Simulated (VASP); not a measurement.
# Fe (Fd-3m) in VASP: further runs

The runs below take Fe through relaxation of cell and atoms, single point, with LDA.

All numbers are computed with VASP 6.6.1; they aren't measurements. Logs are shortened: lines on timing, memory, paths and dates and some standing lists are left out, and cuts for length are marked.

## Step 1: The cell of the first run

Symmetry: Fd-3m, No. 227, cubic system. Conventional cell: a = 5.029 Å, b = 5.029 Å, c = 5.029 Å, α = 90.00°, β = 90.00°, γ = 90.00°. Within 2.9 Å of Fe (site symmetry -43m) lie 4 Fe at 2.18 Å.

This isn't the form of Fe at room conditions, which is bcc.

## Step 2: Relaxation of cell and atoms, LDA, collinear spin, ferromagnetic start

Contents of INCAR:

```
ALGO = Normal
EDIFF = 1E-7
EDIFFG = -0.01
ENCUT = 690
GGA_COMPAT = False
IBRION = 2
ISIF = 3
ISMEAR = -1
ISPIN = 2
LASPH = True
LCHARG = False
LMAXMIX = 4
LORBIT = 11
LREAL = False
LWAVE = False
MAGMOM = 2.5 2.5
NELM = 200
NELMIN = 4
NSW = 80
PREC = Accurate
SIGMA = 0.05
```

Contents of KPOINTS:

```
k-points
0
Gamma
  11 11 11
```

Contents of POSCAR:

```
Fe
1.0
    0.0000000000      2.5145090540      2.5145090540
    2.5145090540      0.0000000000      2.5145090540
    2.5145090540      2.5145090540      0.0000000000
Fe
2
Direct
    0.1250000000      0.1250000000      0.1250000000
    0.8750000000      0.8750000000      0.8750000000
```

Potentials or basis: VASP PAW LDA potentials, release 64 (Fe_sv).

Launch:

```sh
$ cat potpaw_LDA.64/Fe_sv/POTCAR > POTCAR
$ mpirun -np 1 vasp_std > vasp.out
```

OUTCAR:

```text
EDIFF = 1E-7
   EDIFFG = -0.01
   ENCUT = 690
   IBRION = 2
   ISIF = 3
   ISMEAR = -1
   ISPIN = 2
   LASPH = True
   LORBIT = 11
   LREAL = False
   NELM = 200
   NELMIN = 4
   NSW = 80
   PREC = Accurate

 ion  position               nearest neighbor table
   1  0.125  0.125  0.125-   2 2.18   2 2.18   2 2.18   2 2.18
   2  0.875  0.875  0.875-   1 2.18   1 2.18   1 2.18   1 2.18

  LATTYP: Found a face centered cubic cell.
 ALAT       =     5.0290181080

  Lattice vectors:

 A1 = (   0.0000000000,   2.5145090540,   2.5145090540)
 A2 = (   2.5145090540,   0.0000000000,   2.5145090540)
 A3 = (   2.5145090540,   2.5145090540,   0.0000000000)

Analysis of symmetry for initial positions (statically):
=====================================================================
 Subroutine PRICEL returns:
 Original cell was already a primitive cell.

 Routine SETGRP: Setting up the symmetry group for a
 face centered cubic supercell.

 Subroutine GETGRP returns: Found 48 space group operations
 (whereof 12 operations were pure point group operations)
 out of a pool of 48 trial point group operations.

The static configuration has the point symmetry D_3d.
 The point group associated with its full space group is O_h .

Analysis of symmetry for dynamics (positions and initial velocities):
=====================================================================
 Subroutine PRICEL returns:
 Original cell was already a primitive cell.

 Routine SETGRP: Setting up the symmetry group for a
 face centered cubic supercell.

 Subroutine GETGRP returns: Found 48 space group operations
 (whereof 12 operations were pure point group operations)
 out of a pool of 48 trial point group operations.

The dynamic configuration has the point symmetry D_3d.
 The point group associated with its full space group is O_h .

Analysis of structural, dynamic, and magnetic symmetry:
=====================================================================
 Subroutine PRICEL returns:
 Original cell was already a primitive cell.

 Routine SETGRP: Setting up the symmetry group for a
 face centered cubic supercell.

 Subroutine GETGRP returns: Found 48 space group operations
 (whereof 12 operations were pure point group operations)
 out of a pool of 48 trial point group operations.

[... 114 lines left out ...]
   EMIN   =  10.00;   EMAX   =-10.00  energy-range for DOS
   EFERMI =   0.00;   METHOD = LEGACY
   ISMEAR =    -1;   SIGMA  =   0.05  broadening in eV -4-tet -1-fermi 0-gaus
   EFERMI_NEDOS =   21; number of points for ismear=-14 and -15
   IALGO  =     38    algorithm
   IMIX   =      4    mixing-type and parameters
     AMIX     =   0.40;   BMIX     =  1.00
     AMIX_MAG =   1.60;   BMIX_MAG =  1.00
  volume/ion in A,a.u.               =      15.90       107.29
  Fermi-wavevector in a.u.,A,eV,Ry     =   1.640571  3.100229 36.619703  2.691472
  Thomas-Fermi vector in A             =   2.731187
   LORBIT       =     11    0 simple, 1 ext, 2 COOP (PROOUT), +10 PAW based schemes
   GGA     = CA    functional components
   LHFCALC =     F    Hartree Fock is set to
   AEXX    =    0.0000 exact exchange contribution
   IVDW    =     0    specifies the selected vdW correction
   LEPSILON=     F    determine dielectric tensor
   LRPA    =     F    only Hartree local field effects (RPA)
 conjugate gradient relaxation of ions
 spin polarized calculation
  energy-cutoff  :      690.00
  volume of cell :       31.80
 maximum number of plane-waves:      1363
   NGX = 15   NGY = 15   NGZ = 15

--------------------------------------- Ionic step        1  -------------------------------------------

 number of electron      31.9999980 magnetization      -0.0000691

 number of electron      31.9999980 magnetization       0.0001347

 Free energy of the ion-electron system (eV)
  ---------------------------------------------------
  ext. energy  EPLUGINS =         0.00000000
  ---------------------------------------------------
  free energy    TOTEN  =       -15.96718818 eV

  energy without entropy =      -15.94287752  energy(sigma->0) =      -15.95503285

------------------------ aborting loop because EDIFF is reached ----------------------------------------

  FORCE on cell =-STRESS in cart. coord.  units (eV):
  Direction    XX          YY          ZZ          XY          YZ          ZX
  --------------------------------------------------------------------------------------
  -------------------------------------------------------------------------------------
  Total       -4.4909077     -4.4909077     -4.4909077      0.0000000     -0.0000000     -0.0000000
  in kB     -226.2846554   -226.2846554   -226.2846554      0.0000000     -0.0000000     -0.0000000
  external PRESSURE =    -226.2846554 kB  Pullay stress =       0.0000000 kB
[... 25 lines left out ...]
 number of electron      31.9999994 magnetization       0.0000038

 number of electron      31.9999994 magnetization      -0.0000022

 E-fermi :  11.8669     XC(G=0): -13.8049

 val. band max:       11.8619108068   @ k =   0.4545   0.2727   0.0909
 cond. band min:      11.8689259699   @ k =   0.4545   0.3636   0.0909
 fundamental gap:      0.0070151630
 Fermi energy:        11.8668652183

 spin component 1

 k-point     1 :       0.0000    0.0000    0.0000
  band No.  band energies     occupation
      1     -74.8280      1.00000
      2     -73.8677      1.00000
      3     -41.6169      1.00000
      4     -41.6169      1.00000
      5     -41.6169      1.00000
      6     -40.4485      1.00000
[... 1432 lines left out ...]
 number of electron      31.9999988 magnetization      -0.0000001

 number of electron      31.9999988 magnetization       0.0000001

 Free energy of the ion-electron system (eV)
  ---------------------------------------------------
  ext. energy  EPLUGINS =         0.00000000
  ---------------------------------------------------
  free energy    TOTEN  =       -16.37144803 eV

  energy without entropy =      -16.35153493  energy(sigma->0) =      -16.36149148

 E-fermi :   9.1483     XC(G=0): -12.7664

 val. band max:        9.1443620007   @ k =   0.4545   0.2727   0.0909
 cond. band min:       9.1510273591   @ k =   0.2727   0.1818   0.0000
 fundamental gap:      0.0066653584
 Fermi energy:         9.1483490053

 spin component 1

 k-point     1 :       0.0000    0.0000    0.0000
  band No.  band energies     occupation
      1     -77.1267      1.00000
      2     -76.5915      1.00000
      3     -43.8733      1.00000
      4     -43.8733      1.00000
      5     -43.8733      1.00000
      6     -43.1295      1.00000
[... 1272 lines left out ...]
  FREE ENERGIE OF THE ION-ELECTRON SYSTEM (eV)
  ---------------------------------------------------
  free  energy   TOTEN  =       -16.3714480269 eV

  energy  without entropy=      -16.3515349273  energy(sigma->0) =      -16.36149148

 reached required accuracy - stopping structural energy minimisation

 total charge

# of ion       s       p       d       tot
------------------------------------------
    1        2.252   6.024   5.703  13.979
    2        2.252   6.024   5.703  13.979
--------------------------------------------------
tot          4.503  12.049  11.406  27.958

 magnetization (x)

# of ion       s       p       d       tot
------------------------------------------
    1        0.000   0.000   0.000   0.000
    2        0.000   0.000   0.000   0.000
--------------------------------------------------
tot          0.000   0.000   0.000   0.000
```

It took 4.9 min on 1 thread of Intel Xeon 6975P-C (Granite Rapids), shared host; peak memory 0.21 GiB.

Results:

```
Free energy                                           : -16.3714 eV
Relaxed volume                                        : 13.43 Å³/atom
Relaxed cell                                          : a = 3.361 Å, b = 3.361 Å, c = 3.361 Å, α = 60.00°, β = 60.00°, γ = 60.00°
Space group after relaxing (to 0.1 Å)                 : Fd-3m (No. 227)
Energy gained by relaxing                             : 202.1 meV/atom
Ionic steps                                           : 7
Pressure after relaxing                               : 0.0 GPa
Band gap on the k mesh                                : zero (filled and empty bands overlap)
Net moment                                            : 0.00 μB per cell
Valence electrons inside the program's atomic spheres : Fe 13.98
```

Step by step:
```
step  energy change (eV)  largest force (eV/Å)  pressure (GPa)  volume (Å³)
   1              0.0000                0.0000          -22.63        31.80
   2              0.1565                0.0000           48.71        22.54
   3             -0.4037                0.0000           -1.17        27.01
   4             -0.4042                0.0000           -0.24        26.88
   5             -0.4042                0.0000            0.44        26.79
   6             -0.4042                0.0000           -0.50        26.92
   7             -0.4043                0.0000            0.04        26.85
```

Final structure:
```
Fe
1.0
     0.00000    2.37672    2.37672
     2.37672    0.00000    2.37672
     2.37672    2.37672    0.00000
Fe
2
Direct
  0.12500 0.12500 0.12500
  0.87500 0.87500 0.87500
```

Caveat: the volume moved by over 15 % at a fixed basis, so the end points are rough; the moments typed at the start vanished in this run.

## Step 3: Single point, LDA, collinear spin, antiferromagnetic start (13.97 Å³/atom)

This run uses another cell than the first one, of 13.97 Å³/atom.

Contents of INCAR:

```
PREC     = Accurate       # precision mode
ENCUT    = 690            # plane-wave cutoff, eV
EDIFF    = 1E-6           # SCF threshold, eV
ISMEAR   = -1             # smearing method
SIGMA    = 0.05           # smearing width, eV
LREAL    = F              # projectors in reciprocal space
LASPH    = T              # aspherical terms in the spheres
NELM     = 200            # most SCF steps
ALGO     = Normal         # electronic algorithm
ISIF     = 2              # what is computed and relaxed
LWAVE    = F              # write WAVECAR
LCHARG   = F              # write CHGCAR
ISPIN    = 2              # spin polarisation
MAGMOM   = 2.5 -2.5       # initial moments
LORBIT   = 11             # projections on sites
LMAXMIX  = 4              # l up to which the mixer works
GGA      = CA             # functional
NBANDS   = 27             # bands
GGA_COMPAT= F
```

Contents of KPOINTS:

```
Automatic mesh
0
Gamma
  13 13 13
```

Contents of POSCAR:

```
Fe
1.0
    0.0000000000      2.4084897864      2.4084897864
    2.4084897864      0.0000000000      2.4084897864
    2.4084897864      2.4084897864      0.0000000000
Fe
2
Direct
    0.1250000000      0.1250000000      0.1250000000
    0.8750000000      0.8750000000      0.8750000000
```

Potentials or basis: VASP PAW LDA potentials, release 64 (Fe_sv).

Launch:

```sh
$ cat potpaw_LDA.64/Fe_sv/POTCAR > POTCAR
$ mpirun -np 1 vasp_std > vasp.out
```

It took 2.7 min on 1 thread of AMD EPYC 7R13 (Zen 3), shared host; peak memory 0.21 GiB.

It converged, with:

```yaml
Free_energy: -16.3393 eV
Pressure: -7.6 GPa
Band_gap_on_the_k_mesh: zero (filled and empty bands overlap)
Net_moment: 0.00 μB per cell
Valence_electrons_inside_the_program's_atomic_spheres: Fe 13.95
```

Levels at points of the mesh, in eV from the Fermi level:
Spin up:
| k point | band 12 | band 13 | band 14 | band 15 | band 16 | band 17 | band 18 | band 19 | band 20 | band 21 |
| --- | --- | --- | --- | --- | --- | --- | --- | --- | --- | --- |
| (0.00, 0.00, 0.00) | -2.53 | -2.53 | -2.53 | -0.41 | -0.41 | -0.41 | 1.33 | 1.33 | 14.64 | 14.64 |
Spin down:
| k point | band 13 | band 14 | band 15 | band 16 | band 17 | band 18 | band 19 | band 20 |
| --- | --- | --- | --- | --- | --- | --- | --- | --- |
| (0.00, 0.00, 0.00) | -2.53 | -2.53 | -0.41 | -0.41 | -0.41 | 1.33 | 1.33 | 14.64 |

Caveat: the cell stands under tension; the moments typed at the start vanished in this run.
